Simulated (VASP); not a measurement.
# Sc2GaN3 (P-6m2) in VASP: further runs

Runs on Sc2GaN3. Level: PBE. Tasks: single point.

Program: VASP 6.6.1. These are calculated values, not measurements. Logs are shortened: lines on timing, memory, paths and dates and some standing lists are left out, and cuts for length are marked.

**1. The cell of the first run**

Symmetry: P-6m2, No. 187, hexagonal system. The conventional cell has a = 3.493 Å, b = 3.493 Å, c = 7.069 Å, α = 90.00°, β = 90.00°, γ = 120.00°. Sc (site symmetry 3m) has 9 N at 2.39 to 3.03 Å and 1 Sc at 2.55 Å and 3 Ga at 3.03 Å within 3.2 Å. Within 2.7 Å of Ga (site symmetry -6m2) lie 3 N at 2.02 Å. N (site symmetry -6m2) has 3 N at 2.02 Å and 6 Sc at 2.39 Å within 2.7 Å. N (site symmetry -6m2) has 3 Ga at 2.02 Å within 2.7 Å. Within 2.7 Å of N (site symmetry -6m2) lie 3 N at 2.02 Å and 6 Sc at 2.39 Å.

The cell was built from a structure type or drawn by symmetry, and may not be a known phase.

**2. Single point, PBE**

INCAR

```
PREC = Accurate
ENCUT = 600
EDIFF = 1E-6
ISMEAR = 0
SIGMA = 0.15
LREAL = F
LASPH = T
NELM = 120
ALGO = Normal
ISIF = 2
LWAVE = F
LCHARG = F
GGA = PE
NBANDS = 34
GGA_COMPAT = F
```

KPOINTS

```
regular mesh
0
Gamma
  4 4 2
```

POSCAR

```
Sc2GaN3
1.0
    3.4930845597     -0.0000000028      0.0000000000
   -1.7465422774      3.0250999676      0.0000000000
    0.0000000000      0.0000000000      7.0691913005
Sc Ga N
2 1 3
Direct
    0.3333333333      0.6666666667      0.8193161422
    0.3333333333      0.6666666667      0.1806838578
    0.6666666667      0.3333333333      0.5000000000
    0.6666666667      0.3333333333      0.0000000000
    0.0000000000      0.0000000000      0.5000000000
    0.0000000000      0.0000000000      0.0000000000
```

Potentials or basis: VASP PAW PBE potentials, release 64 (Sc_sv, Ga_d, N).

On the command line:

```
$ cat potpaw_PBE.64/Sc_sv/POTCAR potpaw_PBE.64/Ga_d/POTCAR potpaw_PBE.64/N/POTCAR > POTCAR
$ mpirun -np 1 vasp_std > vasp.out
```

OUTCAR:

```text
PREC = Accurate
   ENCUT = 600
   EDIFF = 1E-6
   ISMEAR = 0
   LREAL = F
   LASPH = T
   NELM = 120
   ISIF = 2
   GGA = PE

 ion  position               nearest neighbor table
   1  0.333  0.667  0.819-   4 2.39   6 2.39   4 2.39   6 2.39   6 2.39   4 2.39   2 2.55   3 3.03
                             3 3.03   3 3.03
   2  0.333  0.667  0.181-   4 2.39   6 2.39   4 2.39   6 2.39   6 2.39   4 2.39   1 2.55   3 3.03
                             3 3.03   3 3.03
   3  0.667  0.333  0.500-   5 2.02   5 2.02   5 2.02   2 3.03   1 3.03   2 3.03   1 3.03   1 3.03
                             2 3.03
   4  0.667  0.333  0.000-   1 2.39   2 2.39   1 2.39   2 2.39   1 2.39   2 2.39
   5  0.000  0.000  0.500-   3 2.02   3 2.02   3 2.02
   6  0.000  0.000  0.000-   1 2.39   2 2.39   1 2.39   2 2.39   1 2.39   2 2.39

  LATTYP: Found a hexagonal cell.
 ALAT       =     3.4930845597
 C/A-ratio  =     2.0237675841

  Lattice vectors:

 A1 = (   3.4930845597,  -0.0000000028,   0.0000000000)
 A2 = (  -1.7465422774,   3.0250999676,   0.0000000000)
 A3 = (   0.0000000000,   0.0000000000,   7.0691913005)

Analysis of symmetry for initial positions (statically):
=====================================================================
 Subroutine PRICEL returns:
 Original cell was already a primitive cell.

 Routine SETGRP: Setting up the symmetry group for a
 hexagonal supercell.

 Subroutine GETGRP returns: Found 12 space group operations
 (whereof 12 operations were pure point group operations)
 out of a pool of 24 trial point group operations.

The static configuration has the point symmetry D_3h.

Analysis of symmetry for dynamics (positions and initial velocities):
=====================================================================
 Subroutine PRICEL returns:
 Original cell was already a primitive cell.

 Routine SETGRP: Setting up the symmetry group for a
 hexagonal supercell.

 Subroutine GETGRP returns: Found 12 space group operations
 (whereof 12 operations were pure point group operations)
 out of a pool of 24 trial point group operations.

The dynamic configuration has the point symmetry D_3h.

 Subroutine INISYM returns: Found 12 space group operations
 (whereof 12 operations are pure point group operations),
 and found     1 'primitive' translations

----------------------------------------------------------------------------------------

                                     Primitive cell
[... 84 lines left out ...]
   EDIFFG = 0.1E-04   stopping-criterion for IOM
   NSW    =      0    number of steps for IOM
   IBRION =     -1    ionic relax: 0-MD 1-quasi-New 2-CG
   NFREE  =      0    steps in history (QN), initial steepest desc. (CG)
   ISIF   =      2    stress and relaxation
   ISYM   =      2    0-nonsym 1-usesym 2-fastsym
   POTIM  = 0.5000    time-step for ionic-motion
   TEBEG  =    0.0;   TEEND  =   0.0 temperature during run
   PSTRESS=    0.0 pullay stress
   NELECT =      50.0000    total number of electrons
   NUPDOWN=      -1.0000    fix difference up-down
   EMIN   =  10.00;   EMAX   =-10.00  energy-range for DOS
   EFERMI =   0.00;   METHOD = LEGACY
   ISMEAR =     0;   SIGMA  =   0.15  broadening in eV -4-tet -1-fermi 0-gaus
   EFERMI_NEDOS =   21; number of points for ismear=-14 and -15
   IALGO  =     38    algorithm
   IMIX   =      4    mixing-type and parameters
     AMIX     =   0.40;   BMIX     =  1.00
     AMIX_MAG =   1.60;   BMIX_MAG =  1.00
  volume/ion in A,a.u.               =      12.45        84.02
  Fermi-wavevector in a.u.,A,eV,Ry     =   1.432052  2.706185 27.902441  2.050772
  Thomas-Fermi vector in A             =   2.551721
   LORBIT       =      0    0 simple, 1 ext, 2 COOP (PROOUT), +10 PAW based schemes
   GGA     = PE    functional components
   LHFCALC =     F    Hartree Fock is set to
   AEXX    =    0.0000 exact exchange contribution
   IVDW    =     0    specifies the selected vdW correction
   LEPSILON=     F    determine dielectric tensor
   LRPA    =     F    only Hartree local field effects (RPA)
 non-spin polarized calculation
 Gauss-broadening in eV      SIGMA  =   0.15
  energy-cutoff  :      600.00
  volume of cell :       74.70
 maximum number of plane-waves:      2508
 NGX is ok and might be reduce to    28
   NGX = 13   NGY = 13   NGZ = 29

 number of electron      50.0000004 magnetization

 Free energy of the ion-electron system (eV)
  ---------------------------------------------------
  ext. energy  EPLUGINS =         0.00000000
  ---------------------------------------------------
  free energy    TOTEN  =       -40.02953206 eV

  energy without entropy =      -39.98378785  energy(sigma->0) =      -40.00665995

 E-fermi :   6.1730     XC(G=0): -11.4829

 val. band max:        6.1469476366   @ k =   0.5000   0.0000   0.5000
 cond. band min:       6.2668246581   @ k =   0.0000   0.0000   0.0000
 fundamental gap:      0.1198770215
 Fermi energy:         6.1729516576

 k-point     1 :       0.0000    0.0000    0.0000
  band No.  band energies     occupation
      1     -43.2248      2.00000
      2     -43.0752      2.00000
      3     -22.4560      2.00000
      4     -21.7328      2.00000
      5     -21.7328      2.00000
      6     -21.6127      2.00000
[... 285 lines left out ...]
     33       9.9080      0.00000
     34      10.4579      0.00000

------------------------ aborting loop because EDIFF is reached ----------------------------------------

  FORCE on cell =-STRESS in cart. coord.  units (eV):
  Direction    XX          YY          ZZ          XY          YZ          ZX
  --------------------------------------------------------------------------------------
  -------------------------------------------------------------------------------------
  Total        0.0687891      0.0687891      0.1542896      0.0000000      0.0000000      0.0000000
  in kB        1.4754054      1.4754054      3.3092437      0.0000000      0.0000000      0.0000000
  external PRESSURE =       2.0866848 kB  Pullay stress =       0.0000000 kB

 VOLUME and BASIS-vectors are now :
 -----------------------------------------------------------------------------
  energy-cutoff  :      600.00
  volume of cell :       74.70
      direct lattice vectors                 reciprocal lattice vectors
     3.493084560 -0.000000003  0.000000000     0.286279929  0.165283794  0.000000000
    -1.746542277  3.025099968  0.000000000     0.000000000  0.330567588  0.000000000
     0.000000000  0.000000000  7.069191300     0.000000000  0.000000000  0.141458896

 POSITION                                       TOTAL-FORCE (eV/Angst)
 -----------------------------------------------------------------------------------
      0.00000      2.01673      5.79190         0.000000     -0.000000     -0.120611
      0.00000      2.01673      1.27729         0.000000     -0.000000      0.120611
      1.74654      1.00837      3.53460         0.000000      0.000000     -0.000000
      1.74654      1.00837      0.00000         0.000000     -0.000000     -0.000000
      0.00000      0.00000      3.53460        -0.000000     -0.000000     -0.000000
      0.00000      0.00000      0.00000         0.000000     -0.000000     -0.000000
 -----------------------------------------------------------------------------------
    total drift:                                0.000001     -0.000001      0.000000

  FREE ENERGIE OF THE ION-ELECTRON SYSTEM (eV)
  ---------------------------------------------------
  free  energy   TOTEN  =       -40.0295320586 eV

  energy  without entropy=      -39.9837878495  energy(sigma->0) =      -40.00665995
```

stdout:

```text
POSCAR found type information on POSCAR ScGaN
 POSCAR found :  3 types and       6 ions
 scaLAPACK will be used
 LDA part: xc-table for (Slater+PW92), standard interpolation
 POSCAR, INCAR and KPOINTS ok, starting setup
 FFT: planning ... GRIDC
 FFT: planning ... GRID_SOFT
 FFT: planning ... GRID
 WAVECAR not read
 entering main loop
```

It took 20 s on 1 thread of Intel Xeon 6975P-C (Granite Rapids), shared host; peak memory 0.2 GiB.

What came out:

```yaml
Free_energy: -40.0295 eV
Pressure: 0.2 GPa
Largest_force: 0.121 eV/Å
Band_gap_on_the_k_mesh: zero (bands 25 and 26 overlap by 0.63 eV)
```

Forces in eV/Å, atoms in the order of the input:
```
Sc   0.000  0.000 -0.121
Sc   0.000  0.000  0.121
Ga   0.000  0.000  0.000
N    0.000  0.000  0.000
N    0.000  0.000  0.000
N    0.000  0.000  0.000
```

Caveat: the k points lie up to 0.52 Å⁻¹ apart, too coarse for converged energies and pressures of a metal.

**3. Single point, PBE**

INCAR

```
  PREC = Accurate
  ENCUT = 600
  EDIFF = 1E-6
  ISMEAR = 0
  SIGMA = 0.15
  LREAL = False
  LASPH = True
  NELM = 120
  ALGO = Normal
  ISIF = 2
  LWAVE = False
  LCHARG = False
  GGA = PE
  NBANDS = 34
  GGA_COMPAT = False
```

KPOINTS is that of step 2.

POSCAR

```
Sc2GaN3
1.0
    3.4914583668      0.0000000000      0.0000000000
   -1.7457291834      3.0236916419      0.0000000000
    0.0000000000      0.0000000000      7.0648957036
Sc Ga N
2 1 3
Direct
    0.6666666667      0.3333333333      0.3192041868
    0.6666666667      0.3333333333      0.6807958132
    0.0000000000      0.0000000000      0.0000000000
    0.0000000000      0.0000000000      0.5000000000
    0.3333333333      0.6666666667      0.0000000000
    0.3333333333      0.6666666667      0.5000000000
```

Potentials or basis: VASP PAW PBE potentials, release 64 (Sc_sv, Ga_d, N).

On the command line:

```
$ cat potpaw_PBE.64/Sc_sv/POTCAR potpaw_PBE.64/Ga_d/POTCAR potpaw_PBE.64/N/POTCAR > POTCAR
$ mpirun -np 1 vasp_std > vasp.out
```

OUTCAR:

```text
PREC = Accurate
   ENCUT = 600
   EDIFF = 1E-6
   ISMEAR = 0
   LREAL = False
   LASPH = True
   NELM = 120
   ISIF = 2
   GGA = PE

 ion  position               nearest neighbor table
   1  0.667  0.333  0.319-   6 2.39   4 2.39   6 2.39   4 2.39   4 2.39   6 2.39   2 2.55   3 3.02
                             3 3.02   3 3.02
   2  0.667  0.333  0.681-   6 2.39   4 2.39   6 2.39   4 2.39   4 2.39   6 2.39   1 2.55   3 3.02
                             3 3.02   3 3.02
   3  0.000  0.000  0.000-   5 2.02   5 2.02   5 2.02   1 3.02   2 3.02   2 3.02   1 3.02   2 3.02
                             1 3.02
   4  0.000  0.000  0.500-   1 2.39   2 2.39   1 2.39   2 2.39   1 2.39   2 2.39
   5  0.333  0.667  0.000-   3 2.02   3 2.02   3 2.02
   6  0.333  0.667  0.500-   1 2.39   2 2.39   1 2.39   2 2.39   1 2.39   2 2.39

  LATTYP: Found a hexagonal cell.
 ALAT       =     3.4914583668
 C/A-ratio  =     2.0234798647

  Lattice vectors:

 A1 = (   3.4914583668,   0.0000000000,   0.0000000000)
 A2 = (  -1.7457291834,   3.0236916419,   0.0000000000)
 A3 = (   0.0000000000,   0.0000000000,   7.0648957036)

Analysis of symmetry for initial positions (statically):
=====================================================================
 Subroutine PRICEL returns:
 Original cell was already a primitive cell.

 Routine SETGRP: Setting up the symmetry group for a
 hexagonal supercell.

 Subroutine GETGRP returns: Found 12 space group operations
 (whereof 12 operations were pure point group operations)
 out of a pool of 24 trial point group operations.

The static configuration has the point symmetry D_3h.

Analysis of symmetry for dynamics (positions and initial velocities):
=====================================================================
 Subroutine PRICEL returns:
 Original cell was already a primitive cell.

[... 118 lines left out ...]
     AMIX_MAG =   1.60;   BMIX_MAG =  1.00
  volume/ion in A,a.u.               =      12.43        83.89
  Fermi-wavevector in a.u.,A,eV,Ry     =   1.432786  2.707574 27.931086  2.052877
  Thomas-Fermi vector in A             =   2.552376
   LORBIT       =      0    0 simple, 1 ext, 2 COOP (PROOUT), +10 PAW based schemes
   GGA     = PE    functional components
   LHFCALC =     F    Hartree Fock is set to
   AEXX    =    0.0000 exact exchange contribution
   IVDW    =     0    specifies the selected vdW correction
   LEPSILON=     F    determine dielectric tensor
   LRPA    =     F    only Hartree local field effects (RPA)
 non-spin polarized calculation
 Gauss-broadening in eV      SIGMA  =   0.15
  energy-cutoff  :      600.00
  volume of cell :       74.58
 maximum number of plane-waves:      2501
 NGX is ok and might be reduce to    28
   NGX = 13   NGY = 13   NGZ = 29

 number of electron      50.0000014 magnetization

 Free energy of the ion-electron system (eV)
  ---------------------------------------------------
  ext. energy  EPLUGINS =         0.00000000
  ---------------------------------------------------
  free energy    TOTEN  =       -40.02938268 eV

  energy without entropy =      -39.98349710  energy(sigma->0) =      -40.00643989

 E-fermi :   6.1883     XC(G=0): -11.4910

 val. band max:        6.1616352445   @ k =   0.5000   0.0000   0.5000
 cond. band min:       6.2818097582   @ k =   0.0000   0.0000   0.0000
 fundamental gap:      0.1201745137
 Fermi energy:         6.1883103762

 k-point     1 :       0.0000    0.0000    0.0000
  band No.  band energies     occupation
      1     -43.2059      2.00000
      2     -43.0563      2.00000
      3     -22.4380      2.00000
      4     -21.7140      2.00000
      5     -21.7140      2.00000
      6     -21.5939      2.00000
[... 285 lines left out ...]
     33       9.9277      0.00000
     34      10.5301      0.00000

------------------------ aborting loop because EDIFF is reached ----------------------------------------

  FORCE on cell =-STRESS in cart. coord.  units (eV):
  Direction    XX          YY          ZZ          XY          YZ          ZX
  --------------------------------------------------------------------------------------
  -------------------------------------------------------------------------------------
  Total        0.1567367      0.1567367      0.1969859     -0.0000000     -0.0000000      0.0000000
  in kB        3.3669070      3.3669070      4.2315118     -0.0000000     -0.0000000      0.0000000
  external PRESSURE =       3.6551086 kB  Pullay stress =       0.0000000 kB

 VOLUME and BASIS-vectors are now :
 -----------------------------------------------------------------------------
  energy-cutoff  :      600.00
  volume of cell :       74.58
      direct lattice vectors                 reciprocal lattice vectors
     3.491458367  0.000000000  0.000000000     0.286413268  0.165360777  0.000000000
    -1.745729183  3.023691642  0.000000000     0.000000000  0.330721554  0.000000000
     0.000000000  0.000000000  7.064895704     0.000000000  0.000000000  0.141544906

 POSITION                                       TOTAL-FORCE (eV/Angst)
 -----------------------------------------------------------------------------------
      1.74573      1.00790      2.25514        -0.000000      0.000000     -0.120265
      1.74573      1.00790      4.80975        -0.000000      0.000000      0.120265
      0.00000      0.00000      0.00000         0.000000     -0.000000     -0.000000
      0.00000      0.00000      3.53245         0.000000      0.000000     -0.000000
     -0.00000      2.01579      0.00000        -0.000000      0.000000     -0.000000
     -0.00000      2.01579      3.53245        -0.000000      0.000000     -0.000000
 -----------------------------------------------------------------------------------
    total drift:                               -0.000001      0.000001      0.000000

  FREE ENERGIE OF THE ION-ELECTRON SYSTEM (eV)
  ---------------------------------------------------
  free  energy   TOTEN  =       -40.0293826810 eV

  energy  without entropy=      -39.9834970960  energy(sigma->0) =      -40.00643989
```

It took 20 s on 1 thread of Intel Xeon 6975P-C (Granite Rapids), shared host; peak memory 0.2 GiB.

What came out:

- Free energy: -40.0294 eV
- Pressure: 0.4 GPa
- Largest force: 0.120 eV/Å
- Band gap on the k mesh: zero (bands 25 and 26 overlap by 0.63 eV)

Forces on the atoms (eV/Å):
```
Sc   0.000  0.000 -0.120
Sc   0.000  0.000  0.120
Ga   0.000  0.000  0.000
N    0.000  0.000  0.000
N    0.000  0.000  0.000
N    0.000  0.000  0.000
```

Stress tensor (GPa, compression positive):
```
0.34 0.00 0.00
0.00 0.34 0.00
0.00 0.00 0.42
```

Caveat: the k points lie up to 0.52 Å⁻¹ apart, too coarse for converged energies and pressures of a metal.

**4. Single point, PBE**

This run uses another cell than the first one, of 18.80 Å³/atom.

INCAR

```
PREC = Accurate
ENCUT = 600
EDIFF = 1E-6
ISMEAR = 0
SIGMA = 0.15
LREAL = False
LASPH = True
NELM = 120
ALGO = Normal
ISIF = 2
LWAVE = False
LCHARG = True
GGA = PE
LELF = True
LVHAR = True
NBANDS = 34
GGA_COMPAT = False
```

KPOINTS

```
Automatic mesh
0
Gamma
  3 3 2
```

POSCAR

```
Sc2GaN3
1.0
    4.9419404200      0.0000000000      0.0000000000
   -2.4709702100      4.2798459477      0.0000000000
    0.0000000000      0.0000000000      5.3325581195
Sc Ga N
2 1 3
Direct
    0.3333333333      0.6666666667      0.0000000000
    0.6666666667      0.3333333333      0.0000000000
    0.6666666667      0.3333333333      0.5000000000
    0.3333333333      0.6666666667      0.3915600822
    0.3333333333      0.6666666667      0.6084399178
    0.0000000000      0.0000000000      0.5000000000
```

On the command line:

```
$ cat potpaw_PBE.64/Sc_sv/POTCAR potpaw_PBE.64/Ga_d/POTCAR potpaw_PBE.64/N/POTCAR > POTCAR
$ mpirun -np 1 vasp_std > vasp.out
```

Wall time 31 s (1 thread of Intel Xeon 6975P-C (Granite Rapids), shared host); peak memory 0.26 GiB.

The run converged. Its results:

```
Free energy            : -33.1572 eV
Pressure               : 0.5 GPa
Largest force          : 0.745 eV/Å
Band gap on the k mesh : zero (bands 25 and 26 overlap by 0.80 eV)
```

Forces on the atoms (eV/Å):
```
Sc   0.000  0.000  0.000
Sc   0.000  0.000  0.000
Ga   0.000  0.000  0.000
N    0.000  0.000 -0.745
N    0.000  0.000  0.745
N    0.000  0.000  0.000
```

Stress tensor (GPa, compression positive):
```
0.10 0.00 0.00
0.00 0.10 0.00
0.00 0.00 1.41
```

Levels at points of the mesh, in eV from the Fermi level:
| k point | band 22 | band 23 | band 24 | band 25 | band 26 | band 27 |
| --- | --- | --- | --- | --- | --- | --- |
| (0.00, 0.00, 0.00) | -1.10 | -1.10 | -0.93 | -0.48 | -0.48 | 1.02 |
| (0.00, 0.00, 0.50) | -1.10 | -1.10 | -0.28 | 0.32 | 0.32 | 0.32 |

Caveat: the k points lie up to 0.59 Å⁻¹ apart, too coarse for converged energies and pressures of a metal; the standard files for N, O and F lose accuracy on very short bonds.

**5. Summary**

| cell | k mesh | gap on the mesh (eV) | pressure (GPa) | largest force (eV/Å) |
| --- | --- | --- | --- | --- |
| a = 3.493, b = 3.493, c = 7.069 Å, angles 90.0, 90.0, 120.0°, 6 atoms, atomic positions A | 4 × 4 × 2 | none | 0.2 | 0.12 |
| a = 3.491, b = 3.491, c = 7.065 Å, angles 90.0, 90.0, 120.0°, 6 atoms, atomic positions A | 4 × 4 × 2 | none | 0.4 | 0.12 |
| a = 4.942, b = 4.942, c = 5.333 Å, angles 90.0, 90.0, 120.0°, 6 atoms, atomic positions B | 3 × 3 × 2 | none | 0.5 | 0.74 |

Alike in all rows: task single point; level PBE; potentials or basis VASP PAW PBE potentials, release 64 (Sc_sv, Ga_d, N); no spin polarisation; cutoff (eV) 600; smearing gaussian 0.15 eV.

Caveats: all runs use coarse meshes; the standard files for N, O and F lose accuracy on very short bonds (at least some runs).

Total energies depend on the potentials used, so only differences within one code and one set of settings carry meaning.
